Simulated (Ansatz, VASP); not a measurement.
## One calculation of TaN, two programs

```
Ta N
1.0
     5.07915    0.00000    0.00000
    -2.53958    4.39868    0.00000
     0.00000    0.00000    2.84864
Ta N
3 3
Direct
  0.00000 0.00000 0.00000
  0.33333 0.66667 0.50000
  0.66667 0.33333 0.50000
  0.50000 0.00000 0.00000
  0.50000 0.50000 0.00000
  0.00000 0.50000 0.00000
```

Change from the starting cell: volume scaled by 0.94, PAW files.

Alike in both runs: task electric field gradients; functional PBE; k mesh 5 × 5 × 8; occupations fermi-dirac, width 0.03 eV; no spin polarisation.

|  | VASP | Ansatz |
| --- | --- | --- |
| version | VASP 6.6.1 | Ansatz 0.2.0 |
| potentials or method | VASP PAW PBE potentials, release 64 (Ta_sv_GW, N) | PAW with Ansatz's default frozen-core files, scalar-relativistic |
| plane-wave cutoff (eV) | 520 | 420 |
| valence electrons in the cell | 54 | 54 |

Ansatz gave:

```
size of Vzz on the site where it differs most (V/Å²) : 469.7
```

Q: What did VASP give for the same quantities?

A: Size of Vzz on the site where it differs most (V/Å²): 421.1.

Neither program's run includes spin-orbit coupling.
